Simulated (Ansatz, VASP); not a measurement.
AlN: VASP beside Ansatz

INCAR

```
PREC     = Accurate       # precision mode
ENCUT    = 520            # plane-wave cutoff, eV
EDIFF    = 1E-7           # SCF threshold, eV
ISMEAR   = 0              # smearing method
SIGMA    = 0.05           # smearing width, eV
LREAL    = False          # projectors in reciprocal space
LASPH    = True           # aspherical terms in the spheres
NELM     = 100            # most SCF steps
ALGO     = Normal         # electronic algorithm
ISIF     = 2              # what is computed and relaxed
LWAVE    = False          # write WAVECAR
LCHARG   = True           # write CHGCAR
GGA      = PS             # functional
LELF     = True           # ELF
LVHAR    = True         
NBANDS   = 16             # bands
```

File KPOINTS:

```
regular mesh
0
Gamma
  9 9 6
```

The input POSCAR:

```
AlN
1.0
    3.3808000000      0.0000000000      0.0000000000
   -1.6904000000      2.9278586851      0.0000000000
    0.0000000000      0.0000000000      4.1826000000
Al N
2 2
Direct
    0.3333333333      0.6666666667      0.7500000000
    0.6666666667      0.3333333333      0.2500000000
    0.3333333333      0.6666666667      0.2500000000
    0.6666666667      0.3333333333      0.7500000000
```

Input for Ansatz:

```yaml
crystal:
  lattice:
    - [3.3808, 0.0, 0.0]
    - [-1.6904, 2.9278586851, 0.0]
    - [0.0, 0.0, 4.1826]
  atoms:
    - { symbol: Al, position: [0.3333333333, 0.6666666667, 0.75] }
    - { symbol: Al, position: [0.6666666667, 0.3333333333, 0.25] }
    - { symbol: "N", position: [0.3333333333, 0.6666666667, 0.25] }
    - { symbol: "N", position: [0.6666666667, 0.3333333333, 0.75] }
basis:
  ecutwfc: 520.0
kpoints:
  mp_grid: { grid: [9, 9, 6] }
hamiltonian:
  xc: pbesol
scf:
  occupations: { method: gaussian, width: 0.05 }
output:
  forces: true
  stress: true
  eigenvalues: true
```

Alike in both runs: task single point; functional PBEsol; k mesh 9 × 9 × 6; occupations gaussian, width 0.05 eV; no spin polarisation.

```csv
,VASP,Ansatz
version,VASP 6.6.1,Ansatz 0.2.0
potentials or method,"VASP PAW PBE potentials, release 64 (Al, N), cutoff 520 eV","scalar-relativistic, plane waves, PAW"
valence electrons in the cell,16,16
```

VASP gave:

* gap on the k mesh at the Fermi level (eV): 2.96
* least direct gap on the mesh (eV): 2.96
* pressure (GPa): -11.4
* traceless stress, the component that is largest in VASP (GPa): 2.48

Question: What did Ansatz give for the same quantities?

Answer: gap on the k mesh at the Fermi level (eV): 2.95; least direct gap on the mesh (eV): 2.95; pressure (GPa): -11.3; traceless stress, the component that is largest in VASP (GPa): 2.48.

VASP's potentials were made for PBE, not for PBEsol. With one functional, cell and mesh, what is left measures potentials, basis and numerics.
